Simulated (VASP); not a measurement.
Here is a VASP 6.6.1 calculation.

Contents of INCAR:

```
PREC = Accurate ; ENCUT = 500
EDIFF = 1E-6 ; ISMEAR = 0
SIGMA = 0.03 ; LREAL = False
LASPH = True ; NELM = 120
ALGO = Normal ; ISIF = 2
LWAVE = False ; LCHARG = True
GGA = PE ; IVDW = 12
LELF = True ; LVHAR = True
NBANDS = 20 ; GGA_COMPAT = False
```

Contents of KPOINTS:

```
Automatic mesh
0
Gamma
  12 12 6
```

POSCAR

```
SnSe2
1.0
    3.6210871371      0.0000000000      0.0000000000
   -1.8105435686      3.1359534500      0.0000000000
    0.0000000000      0.0000000000      6.3980988625
Sn Se
1 2
Direct
    0.0000000000      0.0000000000      0.0000000000
    0.3333333333      0.6666666667      0.2651331237
    0.6666666667      0.3333333333      0.7348668763
```

Potentials or basis: VASP PAW PBE potentials, release 64 (Sn_d, Se).

Launch:

```sh
$ cat potpaw_PBE.64/Sn_d/POTCAR potpaw_PBE.64/Se/POTCAR > POTCAR
$ mpirun -np 1 vasp_std > vasp.out
```

Task: What does it give for the dispersion energy per atom?

Result: -0.384 eV.

Task: Predict the largest force.

Result: 0.284 eV/Å.

Stress tensor (GPa, compression positive):
```
 7.55  0.00  0.00
 0.00  7.55  0.00
 0.00  0.00 -2.44
```

Caveat: the cell stands under pressure.
